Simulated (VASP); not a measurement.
# CdS (F-43m) in VASP: further runs, part 2 of 3

VASP 6.6.1. Earlier steps stand in the parts before.

**3. Single point, HF**

This run uses another cell than the first one, of 27.53 Å³/atom.

Contents of POSCAR:

```
CdS
1.0
    0.0000000000      3.0196122280      3.0196122280
    3.0196122280      0.0000000000      3.0196122280
    3.0196122280      3.0196122280      0.0000000000
Cd S
1 1
Direct
    0.0000000000      0.0000000000      0.0000000000
    0.7500000000      0.7500000000      0.7500000000
```

Contents of INCAR.step1:

```
PREC = Accurate
ENCUT = 520
EDIFF = 1E-5
ISMEAR = -1
SIGMA = 0.05
LREAL = F
LASPH = T
NELM = 80
ALGO = Normal
ISIF = 2
LWAVE = T
LCHARG = F
NBANDS = 16
GGA = PE
```

Contents of INCAR.step2:

```
PREC = Accurate
ENCUT = 520
EDIFF = 1E-6
ISMEAR = -1
SIGMA = 0.05
LREAL = F
LASPH = T
NELM = 80
ALGO = Normal
ISIF = 2
LWAVE = F
LCHARG = F
GGA = PE
LHFCALC = T
AEXX = 1.0
ALDAC = 0.0
AGGAC = 0.0
PRECFOCK = Normal
NBANDS = 16
ISTART = 1
```

Contents of KPOINTS:

```
Automatic mesh
0
Gamma
  4 4 4
```

Potentials or basis: VASP PAW PBE potentials, release 64 (Cd, S).

Run with:

```bash
$ cat potpaw_PBE.64/Cd/POTCAR potpaw_PBE.64/S/POTCAR > POTCAR
$ cp INCAR.step1 INCAR
$ mpirun -np 1 vasp_std > vasp.out
$ cp INCAR.step2 INCAR
$ mpirun -np 1 vasp_std > vasp.out
```

OUTCAR:

```text
PREC = Accurate
   ENCUT = 520
   EDIFF = 1E-6
   ISMEAR = -1
   LREAL = F
   LASPH = T
   NELM = 80
   ISIF = 2
   GGA = PE
   LHFCALC = T
   AEXX = 1.0
   PRECFOCK = Normal
   ISTART = 1

 ion  position               nearest neighbor table
   1  0.000  0.000  0.000-   2 2.62   2 2.62   2 2.62   2 2.62
   2  0.750  0.750  0.750-   1 2.62   1 2.62   1 2.62   1 2.62

  LATTYP: Found a face centered cubic cell.
 ALAT       =     6.0392244560

  Lattice vectors:

 A1 = (   0.0000000000,   3.0196122280,   3.0196122280)
 A2 = (   3.0196122280,   0.0000000000,   3.0196122280)
 A3 = (   3.0196122280,   3.0196122280,   0.0000000000)

Analysis of symmetry for initial positions (statically):
=====================================================================
 Subroutine PRICEL returns:
 Original cell was already a primitive cell.

 Routine SETGRP: Setting up the symmetry group for a
 face centered cubic supercell.

 Subroutine GETGRP returns: Found 24 space group operations
 (whereof 24 operations were pure point group operations)
 out of a pool of 48 trial point group operations.

The static configuration has the point symmetry T_d .

Analysis of symmetry for dynamics (positions and initial velocities):
=====================================================================
 Subroutine PRICEL returns:
 Original cell was already a primitive cell.

 Routine SETGRP: Setting up the symmetry group for a
 face centered cubic supercell.

 Subroutine GETGRP returns: Found 24 space group operations
 (whereof 24 operations were pure point group operations)
 out of a pool of 48 trial point group operations.

The dynamic configuration has the point symmetry T_d .

 Subroutine INISYM returns: Found 24 space group operations
 (whereof 24 operations are pure point group operations),
 and found     1 'primitive' translations

----------------------------------------------------------------------------------------

                                     Primitive cell

  volume of cell :      55.0660

  direct lattice vectors                    reciprocal lattice vectors
     0.000000000  3.019612228  3.019612228    -0.165584175  0.165584175  0.165584175
     3.019612228  0.000000000  3.019612228     0.165584175 -0.165584175  0.165584175
     3.019612228  3.019612228  0.000000000     0.165584175  0.165584175 -0.165584175

  length of vectors
     4.270376566  4.270376566  4.270376566     0.286800204  0.286800204  0.286800204

  position of ions in fractional coordinates (direct lattice)
     0.000000000  0.000000000  0.000000000
     0.750000000  0.750000000  0.750000000

  ion indices of the primitive-cell ions
   primitive index   ion index
                 1           1
                 2           2

----------------------------------------------------------------------------------------

 KPOINTS: Automatic mesh

Automatic generation of k-mesh.
 Grid dimensions read from file:
 generate k-points for:    4    4    4

 Generating k-lattice:

  Cartesian coordinates                     Fractional coordinates (reciprocal lattice)
    -0.041396044  0.041396044  0.041396044     0.250000000  0.000000000  0.000000000
     0.041396044 -0.041396044  0.041396044     0.000000000  0.250000000  0.000000000
     0.041396044  0.041396044 -0.041396044     0.000000000  0.000000000  0.250000000

  Length of vectors
     0.071700051  0.071700051  0.071700051

  Shift w.r.t. Gamma in fractional coordinates (k-lattice)
     0.000000000  0.000000000  0.000000000

 Subroutine IBZKPT returns following result:
 ===========================================

 Found      8 irreducible k-points:

 Following reciprocal coordinates:
            Coordinates               Weight
  0.000000  0.000000  0.000000      1.000000
  0.250000  0.000000  0.000000      8.000000
  0.500000  0.000000  0.000000      4.000000
  0.250000  0.250000  0.000000      6.000000
  0.500000  0.250000  0.000000     24.000000
 -0.250000  0.250000  0.000000     12.000000
  0.500000  0.500000  0.000000      3.000000
 -0.250000  0.500000  0.250000      6.000000
   k-points           NKPTS =      8   k-points in BZ     NKDIM =     64   number of bands    NBANDS=     16
   number of dos      NEDOS =    301   number of ions     NIONS =      2
   total plane-waves  NPLWV =  32768
   dimension x,y,z NGX =    32 NGY =   32 NGZ =   32
   dimension x,y,z NGXF=    64 NGYF=   64 NGZF=   64
   ions per type =               1   1
   NGX,Y,Z   is equivalent  to a cutoff of  12.46, 12.46, 12.46 a.u.
   NGXF,Y,Z  is equivalent  to a cutoff of  24.92, 24.92, 24.92 a.u.
 SYSTEM =  unknown system
   PREC   = accura    normal or accurate (medium, high low for compatibility)
   ISTART =      1    job   : 0-new  1-cont  2-samecut
   ICHARG =      0    charge: 1-file 2-atom 10-const
   ISPIN  =      1    spin polarized calculation?
   LNONCOLLINEAR =      F non collinear calculations
   LSORBIT =      F    spin-orbit coupling
   LASPH  =      T    aspherical Exc in radial PAW
   ENCUT  =  520.0 eV  38.22 Ry    6.18 a.u.   7.94  7.94  7.94*2*pi/ulx,y,z
   NELM   =     80;   NELMIN=  2; NELMDL=  0     # of ELM steps
   EDIFF  = 0.1E-05   stopping-criterion for ELM
   LREAL  =      F    real-space projection
   EDIFFG = 0.1E-04   stopping-criterion for IOM
   NSW    =      0    number of steps for IOM
   IBRION =     -1    ionic relax: 0-MD 1-quasi-New 2-CG
   NFREE  =      0    steps in history (QN), initial steepest desc. (CG)
   ISIF   =      2    stress and relaxation
   ISYM   =      3    0-nonsym 1-usesym 2-fastsym
   POTIM  = 0.5000    time-step for ionic-motion
   TEBEG  =    0.0;   TEEND  =   0.0 temperature during run
   PSTRESS=    0.0 pullay stress
   NELECT =      18.0000    total number of electrons
   NUPDOWN=      -1.0000    fix difference up-down
   EMIN   =  10.00;   EMAX   =-10.00  energy-range for DOS
   EFERMI =   0.00;   METHOD = LEGACY
   ISMEAR =    -1;   SIGMA  =   0.05  broadening in eV -4-tet -1-fermi 0-gaus
   EFERMI_NEDOS =   21; number of points for ismear=-14 and -15
   IALGO  =     38    algorithm
   IMIX   =      1    mixing-type and parameters
     AMIX     =   0.40;   BMIX     =  1.00
     AMIX_MAG =   1.60;   BMIX_MAG =  1.00
  volume/ion in A,a.u.               =      27.53       185.80
  Fermi-wavevector in a.u.,A,eV,Ry     =   1.127728  2.131098 17.303498  1.271771
  Thomas-Fermi vector in A             =   2.264416
   LORBIT       =      0    0 simple, 1 ext, 2 COOP (PROOUT), +10 PAW based schemes
   GGA     = PE    functional components
   LHFCALC =     T    Hartree Fock is set to
   PRECFOCK=normal    Normal, Fast or Accurate (Low or Medium for compatibility)
   ENCUT4O =  -1.0   cutoff for four orbital integrals eV
   NKREDX  =     1    reduce k-point grid by
   NKREDY  =     1    reduce k-point grid by
   NKREDZ  =     1    reduce k-point grid by
   AEXX    =    1.0000 exact exchange contribution
   HFSCREEN=    0.0000 screening length (either q_TF or 0.3 A-1)
   HFSCREENC=   0.0000 screening length for correlation (either q_TF or 0.3 A-1)
   ENCUTFOCK=  -1.0 apply spherical cutoff to Coloumb kernel
   IVDW    =     0    specifies the selected vdW correction
   LEPSILON=     F    determine dielectric tensor
   LRPA    =     F    only Hartree local field effects (RPA)
 non-spin polarized calculation
  energy-cutoff  :      520.00
  volume of cell :       55.07
 maximum number of plane-waves:      1524
  NGX = 24; NGY = 24; NGZ = 24

 number of electron      17.9999995 magnetization

 Free energy of the ion-electron system (eV)
  ---------------------------------------------------
  ext. energy  EPLUGINS =         0.00000000
  ---------------------------------------------------
  free energy    TOTEN  =       -12.89668513 eV

  energy without entropy =      -12.89668513  energy(sigma->0) =      -12.89668513

 E-fermi :  -1.3503     XC(G=0):   0.0000

 val. band max:       -2.5243839748   @ k =   0.0000   0.0000   0.0000
 cond. band min:       5.7217177215   @ k =   0.0000   0.0000   0.0000
 fundamental gap:      8.2461016963
 Fermi energy:        -1.3502542737

 k-point     1 :       0.0000    0.0000    0.0000
  band No.  band energies     occupation
      1     -18.8825      2.00000
      2     -14.4571      2.00000
      3     -14.4571      2.00000
      4     -14.4571      2.00000
      5     -14.0734      2.00000
      6     -14.0734      2.00000
[... 129 lines left out ...]
      3     -14.2553      2.00000
      4     -14.1154      2.00000
      5     -14.0659      2.00000
      6     -13.4211      2.00000
[... 8 lines left out ...]
     15      18.5329      0.00000
     16      19.6611      0.00000

------------------------ aborting loop because EDIFF is reached ----------------------------------------

  FORCE on cell =-STRESS in cart. coord.  units (eV):
  Direction    XX          YY          ZZ          XY          YZ          ZX
  --------------------------------------------------------------------------------------
  -------------------------------------------------------------------------------------
  Total       -0.0889863     -0.0889863     -0.0889863      0.0000000      0.0000000     -0.0000000
  in kB       -2.5891092     -2.5891092     -2.5891092      0.0000000      0.0000000     -0.0000000
  external PRESSURE =      -2.5891092 kB  Pullay stress =       0.0000000 kB

 VOLUME and BASIS-vectors are now :
 -----------------------------------------------------------------------------
  energy-cutoff  :      520.00
  volume of cell :       55.07
      direct lattice vectors                 reciprocal lattice vectors
     0.000000000  3.019612228  3.019612228    -0.165584175  0.165584175  0.165584175
     3.019612228  0.000000000  3.019612228     0.165584175 -0.165584175  0.165584175
     3.019612228  3.019612228  0.000000000     0.165584175  0.165584175 -0.165584175

 POSITION                                       TOTAL-FORCE (eV/Angst)
 -----------------------------------------------------------------------------------
      0.00000      0.00000      0.00000        -0.000000      0.000000     -0.000000
      4.52942      4.52942      4.52942         0.000000     -0.000000      0.000000
 -----------------------------------------------------------------------------------
    total drift:                               -0.000009     -0.000013     -0.000008

  FREE ENERGIE OF THE ION-ELECTRON SYSTEM (eV)
  ---------------------------------------------------
  free  energy   TOTEN  =       -12.8966851328 eV

  energy  without entropy=      -12.8966851328  energy(sigma->0) =      -12.89668513
```

OSZICAR.step1:

```text
N       E                     dE             d eps       ncg     rms          rms(c)
DAV:   1     0.109076068938E+03    0.10908E+03   -0.87148E+03   256   0.100E+03
DAV:   2    -0.221500645423E+01   -0.11129E+03   -0.10411E+03   304   0.252E+02
DAV:   3    -0.665204234588E+01   -0.44370E+01   -0.44287E+01   328   0.519E+01
DAV:   4    -0.668070693572E+01   -0.28665E-01   -0.28662E-01   312   0.408E+00
DAV:   5    -0.668113776173E+01   -0.43083E-03   -0.43082E-03   320   0.473E-01    0.651E+00
DAV:   6    -0.611438091667E+01    0.56676E+00   -0.91520E-01   376   0.109E+01    0.549E+00
DAV:   7    -0.609670491622E+01    0.17676E-01   -0.17647E-01   320   0.287E+00    0.279E+00
DAV:   8    -0.609689736139E+01   -0.19245E-03   -0.15485E-02   304   0.148E+00    0.239E-01
DAV:   9    -0.609693676240E+01   -0.39401E-04   -0.18038E-03   312   0.554E-01    0.731E-02
DAV:  10    -0.609711887073E+01   -0.18211E-03   -0.25470E-04   264   0.145E-01    0.804E-02
DAV:  11    -0.609722040599E+01   -0.10154E-03   -0.17421E-04   280   0.887E-02    0.310E-02
DAV:  12    -0.609721393772E+01    0.64683E-05   -0.17919E-05   240   0.474E-02
   1 F= -.60972139E+01 E0= -.60972106E+01  d E =-.660988E-05
```

It took 10 min on 1 thread of Intel Xeon Platinum 8375C at 2.90GHz (Ice Lake), shared host; peak memory 0.18 GiB.

What came out:

```
Free energy            : -12.8967 eV
Pressure               : -0.3 GPa
Band gap on the k mesh : 8.25 eV
```

Caveat: the k points lie up to 0.45 Å⁻¹ apart; the PAW data sets were made with another functional, which shifts forces and pressure a little.

(Continued in part 3 of 3.)
